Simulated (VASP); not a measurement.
A run of VASP 6.6.1 is set up as follows.

Contents of INCAR:

```
  PREC = Accurate
  ENCUT = 520
  EDIFF = 1E-8
  ISMEAR = -1
  SIGMA = 0.08
  LREAL = F
  LASPH = T
  NELM = 100
  ALGO = Normal
  ISIF = 2
  LWAVE = F
  LCHARG = F
  GGA = PS
  LEFG = T
  NBANDS = 12
```

The input KPOINTS:

```
regular mesh
0
Gamma
  19 19 19
```

File POSCAR:

```
Cu
1.0
    0.0000000000      1.8253972036      1.8253972036
    1.8253972036      0.0000000000      1.8253972036
    1.8253972036      1.8253972036      0.0000000000
Cu
1
Direct
    0.0000000000      0.0000000000      0.0000000000
```

Potentials or basis: VASP PAW PBE potentials, release 64 (Cu).

Launch:

```console
$ cat potpaw_PBE.64/Cu/POTCAR > POTCAR
$ mpirun -np 1 vasp_std > vasp.out
```

(1) Estimate the pressure.

Results:

(1) -9.5 GPa.

Caveat: without QUAD_EFG the Cq values of the log hold for a quadrupole moment of 1 mb, not for the nuclei; the PAW data sets were made with another functional, which shifts forces and pressure a little.
